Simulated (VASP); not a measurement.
# Ru in VASP: single point with PBE

Aim: the single point of Ru with PBE.

Program: VASP 6.6.1. These are calculated values, not measurements. Logs are shortened: lines on timing, memory, paths and dates and some standing lists are left out, and cuts for length are marked.

## Step 1: The cell of the first run

The cell holds a slab with vacuum, 9 atoms: a = 2.708 Å, b = 3.830 Å, c = 30.833 Å, α = 90.00°, β = 90.00°, γ = 90.00°.

## Step 2: Single point, PBE

Contents of INCAR:

```
SYSTEM = Ru
ALGO = Normal
DIPOL = 0.5 0.5 0.499
EDIFF = 1E-7
ENCUT = 520
GGA = PE
IDIPOL = 3
ISIF = 2
ISMEAR = 0
LASPH = .TRUE.
LCHARG = .FALSE.
LDIPOL = .TRUE.
LREAL = .FALSE.
LWAVE = .FALSE.
NBANDS = 73
NELM = 60
PREC = Accurate
SIGMA = 0.1
```

Contents of KPOINTS:

```
k-points
0
G
  9 7 1
  0 0 0
```

Contents of POSCAR:

```
Ru
1.0
    2.7082189700      0.0000000000      0.0000000000
    0.0000000000      3.8300000000      0.0000000000
    0.0000000000      0.0000000000     30.8328759194
Ru
9
Direct
    0.5000000000      0.5000000000      0.3243291358
    0.0000000000      0.0000000000      0.3682468518
    0.5000000000      0.5000000000      0.4121645679
    0.0000000000      0.0000000000      0.4560822839
    0.5000000000      0.5000000000      0.4989524553
    0.0000000000      0.0000000000      0.5431072185
    0.5000000000      0.5000000000      0.5861306295
    0.0000000000      0.0000000000      0.6321865466
    0.5000000000      0.5000000000      0.6688049067
```

Potentials or basis: VASP PAW PBE potentials, release 64 (Ru_pv).

Command:

```sh
$ cat potpaw_PBE.64/Ru_pv/POTCAR > POTCAR
$ mpirun -np 1 vasp_std > vasp.out
```

OUTCAR:

```text
SYSTEM = Ru
   EDIFF = 1E-7
   ENCUT = 520
   GGA = PE
   ISIF = 2
   ISMEAR = 0
   LASPH = .TRUE.
   LREAL = .FALSE.
   NELM = 60
   PREC = Accurate

 ion  position               nearest neighbor table
   1  0.500  0.500  0.324-   2 2.71   2 2.71   2 2.71   2 2.71   3 2.71
   2  0.000  0.000  0.368-   1 2.71   1 2.71   1 2.71   1 2.71   3 2.71   3 2.71   3 2.71   3 2.71
                             4 2.71
   3  0.500  0.500  0.412-   5 2.68   4 2.71   4 2.71   4 2.71   4 2.71   2 2.71   2 2.71   2 2.71
                             2 2.71   1 2.71
   4  0.000  0.000  0.456-   6 2.68   5 2.69   5 2.69   5 2.69   5 2.69   3 2.71   3 2.71   3 2.71
                             3 2.71   2 2.71
   5  0.500  0.500  0.499-   3 2.68   7 2.69   4 2.69   4 2.69   4 2.69   4 2.69   6 2.71   6 2.71
                             6 2.71   6 2.71
   6  0.000  0.000  0.543-   4 2.68   7 2.69   7 2.69   7 2.69   7 2.69   5 2.71   5 2.71   5 2.71
                             5 2.71   8 2.75
   7  0.500  0.500  0.586-   9 2.55   5 2.69   6 2.69   6 2.69   6 2.69   6 2.69   8 2.74   8 2.74
                             8 2.74   8 2.74
   8  0.000  0.000  0.632-   9 2.60   9 2.60   9 2.60   9 2.60   7 2.74   7 2.74   7 2.74   7 2.74
                             6 2.75
   9  0.500  0.500  0.669-   7 2.55   8 2.60   8 2.60   8 2.60   8 2.60

  LATTYP: Found a simple orthorhombic cell.
 ALAT       =     2.7082189700
 B/A-ratio  =     1.4142135634
 C/A-ratio  =    11.3849272385

  Lattice vectors:

 A1 = (   2.7082189700,   0.0000000000,   0.0000000000)
 A2 = (   0.0000000000,   3.8300000000,   0.0000000000)
 A3 = (   0.0000000000,   0.0000000000,  30.8328759194)

Analysis of symmetry for initial positions (statically):
=====================================================================
 Subroutine PRICEL returns:
 Original cell was already a primitive cell.

 Routine SETGRP: Setting up the symmetry group for a
 simple orthorhombic supercell.

 Subroutine GETGRP returns: Found  4 space group operations
 (whereof  4 operations were pure point group operations)
 out of a pool of  8 trial point group operations.

The static configuration has the point symmetry C_2v.

Analysis of symmetry for dynamics (positions and initial velocities):
=====================================================================
 Subroutine PRICEL returns:
 Original cell was already a primitive cell.

 Routine SETGRP: Setting up the symmetry group for a
 simple orthorhombic supercell.

 Subroutine GETGRP returns: Found  4 space group operations
 (whereof  4 operations were pure point group operations)
 out of a pool of  8 trial point group operations.

The dynamic configuration has the point symmetry C_2v.

 Subroutine INISYM returns: Found  4 space group operations
 (whereof  4 operations are pure point group operations),
 and found     1 'primitive' translations

----------------------------------------------------------------------------------------

                                     Primitive cell

  volume of cell :     319.8133

  direct lattice vectors                    reciprocal lattice vectors
     2.708218970  0.000000000  0.000000000     0.369246361  0.000000000  0.000000000
     0.000000000  3.830000000  0.000000000     0.000000000  0.261096606  0.000000000
     0.000000000  0.000000000 30.832875919     0.000000000  0.000000000  0.032432914

  length of vectors
     2.708218970  3.830000000 30.832875919     0.369246361  0.261096606  0.032432914

  position of ions in fractional coordinates (direct lattice)
     0.500000000  0.500000000  0.324329136
     0.000000000  0.000000000  0.368246852
     0.500000000  0.500000000  0.412164568
     0.000000000  0.000000000  0.456082284
     0.500000000  0.500000000  0.498952455
     0.000000000  0.000000000  0.543107218
     0.500000000  0.500000000  0.586130629
     0.000000000  0.000000000  0.632186547
     0.500000000  0.500000000  0.668804907

  ion indices of the primitive-cell ions
   primitive index   ion index
                 1           1
                 2           2
                 3           3
                 4           4
                 5           5
                 6           6
                 7           7
                 8           8
                 9           9

----------------------------------------------------------------------------------------

 KPOINTS: k-points

Automatic generation of k-mesh.
 Grid dimensions read from file:
 generate k-points for:    9    7    1

 Generating k-lattice:

  Cartesian coordinates                     Fractional coordinates (reciprocal lattice)
     0.041027373  0.000000000  0.000000000     0.111111111  0.000000000  0.000000000
     0.000000000  0.037299515  0.000000000     0.000000000  0.142857143  0.000000000
     0.000000000  0.000000000  0.032432914     0.000000000  0.000000000  1.000000000

  Length of vectors
     0.041027373  0.037299515  0.032432914

  Shift w.r.t. Gamma in fractional coordinates (k-lattice)
     0.000000000  0.000000000  0.000000000

 Subroutine IBZKPT returns following result:
 ===========================================

 Found     20 irreducible k-points:

 Following reciprocal coordinates:
            Coordinates               Weight
  0.000000  0.000000  0.000000      1.000000
  0.111111  0.000000  0.000000      2.000000
  0.222222  0.000000  0.000000      2.000000
  0.333333  0.000000  0.000000      2.000000
  0.444444  0.000000  0.000000      2.000000
  0.000000  0.142857  0.000000      2.000000
[... 12 lines left out ...]
  0.333333  0.428571  0.000000      4.000000
  0.444444  0.428571  0.000000      4.000000
   k-points           NKPTS =     20   k-points in BZ     NKDIM =     20   number of bands    NBANDS=     73
   number of dos      NEDOS =    301   number of ions     NIONS =      9
   total plane-waves  NPLWV = 134400
   dimension x,y,z NGX =    20 NGY =   28 NGZ =  240
   dimension x,y,z NGXF=    40 NGYF=   56 NGZF=  480
   ions per type =               9
   NGX,Y,Z   is equivalent  to a cutoff of  12.28, 12.15, 12.94 a.u.
   NGXF,Y,Z  is equivalent  to a cutoff of  24.55, 24.31, 25.88 a.u.
 SYSTEM =  Ru
   PREC   = accura    normal or accurate (medium, high low for compatibility)
   ISTART =      0    job   : 0-new  1-cont  2-samecut
   ICHARG =      2    charge: 1-file 2-atom 10-const
   ISPIN  =      1    spin polarized calculation?
   LNONCOLLINEAR =      F non collinear calculations
   LSORBIT =      F    spin-orbit coupling
   LASPH  =      T    aspherical Exc in radial PAW
   ENCUT  =  520.0 eV  38.22 Ry    6.18 a.u.   5.04  7.12 57.33*2*pi/ulx,y,z
   NELM   =     60;   NELMIN=  2; NELMDL= -5     # of ELM steps
   EDIFF  = 0.1E-06   stopping-criterion for ELM
   LREAL  =      F    real-space projection
   EDIFFG = 0.1E-05   stopping-criterion for IOM
   NSW    =      0    number of steps for IOM
   IBRION =     -1    ionic relax: 0-MD 1-quasi-New 2-CG
   NFREE  =      0    steps in history (QN), initial steepest desc. (CG)
   ISIF   =      2    stress and relaxation
   ISYM   =      2    0-nonsym 1-usesym 2-fastsym
   POTIM  = 0.5000    time-step for ionic-motion
   TEBEG  =    0.0;   TEEND  =   0.0 temperature during run
   PSTRESS=    0.0 pullay stress
   NELECT =     126.0000    total number of electrons
   NUPDOWN=      -1.0000    fix difference up-down
   EMIN   =  10.00;   EMAX   =-10.00  energy-range for DOS
   EFERMI =   0.00;   METHOD = LEGACY
   ISMEAR =     0;   SIGMA  =   0.10  broadening in eV -4-tet -1-fermi 0-gaus
   EFERMI_NEDOS =   21; number of points for ismear=-14 and -15
   IALGO  =     38    algorithm
   IMIX   =      4    mixing-type and parameters
     AMIX     =   0.40;   BMIX     =  1.00
     AMIX_MAG =   1.60;   BMIX_MAG =  1.00
  volume/ion in A,a.u.               =      35.53       239.80
  Fermi-wavevector in a.u.,A,eV,Ry     =   1.200143  2.267940 19.597043  1.440342
  Thomas-Fermi vector in A             =   2.335986
   LORBIT       =      0    0 simple, 1 ext, 2 COOP (PROOUT), +10 PAW based schemes
   GGA     = PE    functional components
   LHFCALC =     F    Hartree Fock is set to
   AEXX    =    0.0000 exact exchange contribution
   IVDW    =     0    specifies the selected vdW correction
   LEPSILON=     F    determine dielectric tensor
   LRPA    =     F    only Hartree local field effects (RPA)
 non-spin polarized calculation
 Gauss-broadening in eV      SIGMA  =   0.10
  energy-cutoff  :      520.00
  volume of cell :      319.81
 maximum number of plane-waves:      8668
   NGX = 11   NGY = 15   NGZ =115

 dipolmoment           0.000000      0.000000      0.000001 electrons x Angstroem

 number of electron     126.0000048 magnetization

 dipolmoment           0.000000      0.000000     -0.001366 electrons x Angstroem

 Free energy of the ion-electron system (eV)
  ---------------------------------------------------
  ext. energy  EPLUGINS =         0.00000000
  ---------------------------------------------------
  free energy    TOTEN  =       -78.29687114 eV

  energy without entropy =      -78.24414561  energy(sigma->0) =      -78.27050838

 E-fermi :   2.1880     XC(G=0):  -6.1995

 val. band max:        2.1506300825   @ k =   0.1111   0.4286   0.0000
 cond. band min:       2.1898536234   @ k =   0.1111   0.2857   0.0000
 fundamental gap:      0.0392235409
 Fermi energy:         2.1880202078

 k-point     1 :       0.0000    0.0000    0.0000
  band No.  band energies     occupation
      1     -41.1721      2.00000
      2     -41.0985      2.00000
      3     -41.0102      2.00000
      4     -40.9592      2.00000
      5     -40.9314      2.00000
      6     -40.8431      2.00000
[... 65 lines left out ...]
     72       3.4973      0.00000
     73       3.5609      0.00000

 k-point     2 :       0.1111    0.0000    0.0000
  band No.  band energies     occupation
      1     -41.1405      2.00000
      2     -41.0700      2.00000
      3     -41.0174      2.00000
      4     -40.9399      2.00000
      5     -40.9367      2.00000
      6     -40.8538      2.00000
[... 65 lines left out ...]
     72       3.2193      0.00000
     73       3.2454      0.00000

 k-point     3 :       0.2222    0.0000    0.0000
  band No.  band energies     occupation
      1     -41.0535      2.00000
      2     -41.0514      2.00000
      3     -40.9900      2.00000
      4     -40.9791      2.00000
      5     -40.9081      2.00000
      6     -40.8745      2.00000
[... 1281 lines left out ...]
     72       3.4583      0.00000
     73       3.5206      0.00000

 k-point    20 :       0.4444    0.4286    0.0000
  band No.  band energies     occupation
      1     -41.2242      2.00000
      2     -41.1930      2.00000
      3     -41.1662      2.00000
      4     -41.1246      2.00000
      5     -41.0787      2.00000
      6     -41.0150      2.00000
[... 65 lines left out ...]
     72       3.8653      0.00000
     73       4.0129      0.00000

------------------------ aborting loop because EDIFF is reached ----------------------------------------

 vacuum level on the upper side and lower side of the slab       (xc-potential included)        -0.165        -0.142

  FORCE on cell =-STRESS in cart. coord.  units (eV):
  Direction    XX          YY          ZZ          XY          YZ          ZX
  --------------------------------------------------------------------------------------
  -------------------------------------------------------------------------------------
  Total       -7.4820297     -7.7931626     -3.6902922      0.0000000      0.0000000      0.0000000
  in kB      -37.4829208    -39.0416116    -18.4873540      0.0000000      0.0000000      0.0000000
  external PRESSURE =     -31.6706288 kB  Pullay stress =       0.0000000 kB

 VOLUME and BASIS-vectors are now :
 -----------------------------------------------------------------------------
  energy-cutoff  :      520.00
  volume of cell :      319.81
      direct lattice vectors                 reciprocal lattice vectors
     2.708218970  0.000000000  0.000000000     0.369246361  0.000000000  0.000000000
     0.000000000  3.830000000  0.000000000     0.000000000  0.261096606  0.000000000
     0.000000000  0.000000000 30.832875919     0.000000000  0.000000000  0.032432914

 POSITION                                       TOTAL-FORCE (eV/Angst)
 -----------------------------------------------------------------------------------
      1.35411      1.91500     10.00000         0.000000      0.000000      1.754809
      0.00000      0.00000     11.35411         0.000000      0.000000     -0.851778
      1.35411      1.91500     12.70822         0.000000      0.000000     -0.800277
      0.00000      0.00000     14.06233         0.000000      0.000000     -0.112005
      1.35411      1.91500     15.38414         0.000000      0.000000     -0.011998
      0.00000      0.00000     16.74556         0.000000      0.000000     -0.016373
      1.35411      1.91500     18.07209         0.000000      0.000000      0.006236
      0.00000      0.00000     19.49213         0.000000      0.000000      0.012810
      1.35411      1.91500     20.62118         0.000000      0.000000      0.018577
 -----------------------------------------------------------------------------------
    total drift:                               -0.000000      0.000000     -0.000041

  FREE ENERGIE OF THE ION-ELECTRON SYSTEM (eV)
  ---------------------------------------------------
  free  energy   TOTEN  =       -78.2968711424 eV

  energy  without entropy=      -78.2441456101  energy(sigma->0) =      -78.27050838

 vacuum level on the upper side and lower side of the slab         6.444         6.467
```

It took 15 min on 1 thread of Intel Xeon 6975P-C (Granite Rapids), shared host; peak memory 0.56 GiB.

Results:

| Quantity | Value |
| --- | --- |
| Free energy | -78.2969 eV |
| Largest force | 1.755 eV/Å |
| Band gap on the k mesh | zero (bands 63 and 64 overlap by 1.44 eV) |

Forces on the atoms (eV/Å):
```
Ru   0.000  0.000  1.755
Ru   0.000  0.000 -0.852
Ru   0.000  0.000 -0.800
Ru   0.000  0.000 -0.112
Ru   0.000  0.000 -0.012
Ru   0.000  0.000 -0.016
Ru   0.000  0.000  0.006
Ru   0.000  0.000  0.013
Ru   0.000  0.000  0.019
```

The gap in the log of VASP goes by the Fermi energy; the results here count the filled bands.